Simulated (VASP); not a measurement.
Wanted: the native input for a VASP 6.6.1 run.

* Task: single point
* Functional: r2SCAN
* Potentials or basis: VASP PAW PBE potentials, release 64 (Mg, F)
* Cutoff: 660 eV
* k mesh: 6 × 6 × 10
* Occupations: fermi-dirac, width 0.02 eV
* Spin: no spin polarisation
* Dipole correction: no
* Further INCAR settings: ALGO = Normal; EDIFF = 1e-06; NBANDS = 25

MgF2:

```
Mg F
1.0
     4.56340    0.00000    0.00000
     0.00000    4.56340    0.00000
     0.00000    0.00000    3.00814
Mg F
2 4
Direct
  0.00000 0.00000 0.00000
  0.50000 0.50000 0.50000
  0.30221 0.30221 0.00000
  0.19779 0.80221 0.50000
  0.69779 0.69779 0.00000
  0.80221 0.19779 0.50000
```

These files were run (other wordings do the same):

POSCAR

```
MgF2
1.0
    4.5634018900      0.0000000000      0.0000000000
    0.0000000000      4.5634018900      0.0000000000
    0.0000000000      0.0000000000      3.0081417300
Mg F
2 4
Direct
    0.0000000000      0.0000000000      0.0000000000
    0.5000000000      0.5000000000      0.5000000000
    0.3022114630      0.3022114630      0.0000000000
    0.1977885370      0.8022114630      0.5000000000
    0.6977885370      0.6977885370      0.0000000000
    0.8022114630      0.1977885370      0.5000000000
```

INCAR.step1

```
ALGO = Normal
EDIFF = 1E-5
ENCUT = 660
GGA = PE
GGA_COMPAT = F
ISMEAR = -1
LASPH = T
LCHARG = F
LREAL = F
LWAVE = T
NBANDS = 25
NELM = 120
PREC = Accurate
SIGMA = 0.02
```

INCAR.step2

```
ALGO = Normal
EDIFF = 1E-6
ENCUT = 660
GGA_COMPAT = F
ISIF = 2
ISMEAR = -1
ISTART = 1
LASPH = T
LCHARG = F
LMIXTAU = T
LREAL = F
LWAVE = F
METAGGA = R2SCAN
NBANDS = 25
NELM = 120
PREC = Accurate
SIGMA = 0.02
```

KPOINTS

```
k-points
0
Gamma
  6 6 10
```

Potentials or basis: VASP PAW PBE potentials, release 64 (Mg, F).

Run with:

```bash
$ cat potpaw_PBE.64/Mg/POTCAR potpaw_PBE.64/F/POTCAR > POTCAR
$ cp INCAR.step1 INCAR
$ mpirun -np 1 vasp_std > vasp.out
$ cp INCAR.step2 INCAR
$ mpirun -np 1 vasp_std > vasp.out
```

It gave:

The pressure is 2.9 GPa and the largest force is 0.012 eV/Å. The band gap on the k mesh is 8.31 eV.

Caveat: the PAW data sets were made with another functional, which shifts forces and pressure a little.

Run time: 5.7 min on 1 thread of Oxide Virtual Turin-like Processor, on a shared host, peak memory 0.25 GiB.
